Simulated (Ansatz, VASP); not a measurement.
## Two plane-wave programs on C3O

```
C O
1.0
     3.40931   -1.15615   -0.13094
     3.40931    1.15615   -0.13094
    -0.84951    0.00000   11.23463
C O
6 2
Direct
  0.58237 0.58237 0.32529
  0.32045 0.32045 0.86427
  0.03213 0.03213 0.24949
  0.36536 0.36536 0.75052
  0.54655 0.54655 0.17236
  0.41081 0.41081 0.63687
  0.79548 0.79548 0.92776
  0.93589 0.93589 0.57343
```

Change from the starting cell: the structure that the rattled cell fell into.

Alike in both runs: functional PBE; dispersion D3(BJ); k mesh 8 × 8 × 2; occupations gaussian, width 0.1 eV; no spin polarisation.

Ansatz relaxed the structure, and its values are those at the end. VASP's run is a single point on that final structure, the one shown.

```csv
,VASP,Ansatz
version,VASP 6.6.1,Ansatz 0.2.0
potentials or method,"VASP PAW PBE potentials, release 64 (C, O), cutoff 520 eV","scalar-relativistic, plane waves, PAW"
valence electrons in the cell,36,36
```

VASP gave:

```
gap on the k mesh at the Fermi level (eV) : none
pressure (GPa)                            : 0.8
rms of the force components (eV/Å)        : 0.042
```

Problem. What did Ansatz give for the same quantities?

Solution. gap on the k mesh at the Fermi level (eV): none; pressure (GPa): 0.2; rms of the force components (eV/Å): 0.013.

A gap of «none» marks a metal or a gap that the smearing closes.
